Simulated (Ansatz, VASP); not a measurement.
Two plane-wave programs on Br

```
Br
1.0
    -1.37431    1.37431    3.43489
     1.37431   -1.37431    3.43489
     1.37431    1.37431   -3.43489
Br
1
Cartesian
  0.0000 0.0000 0.0000
```

Change from the starting cell: equal engineering shear yz, xz and xy +0.0000, equal normal strain along x, y and z -0.0333.

Alike in both runs: task single point; functional PBE; dispersion D3(BJ); k mesh 22 × 22 × 22; occupations gaussian, width 0.15 eV; no spin polarisation.

```csv
,VASP,Ansatz
version,VASP 6.6.1,Ansatz 0.2.0
potentials or method,"VASP PAW PBE potentials, release 64 (Br), cutoff 520 eV","scalar-relativistic, plane waves, PAW"
valence electrons in the cell,7,7
```

Ansatz gave:

```
gap on the k mesh at the Fermi level (eV)                     : none
pressure (GPa)                                                : 4.8
traceless stress, the component that is largest in VASP (GPa) : -4.07
```

Question: What did VASP give for the same quantities?

Answer: gap on the k mesh at the Fermi level (eV): none; pressure (GPa): 4.8; traceless stress, the component that is largest in VASP (GPa): -4.09.

A gap of «none» marks a metal or a gap that the smearing closes.
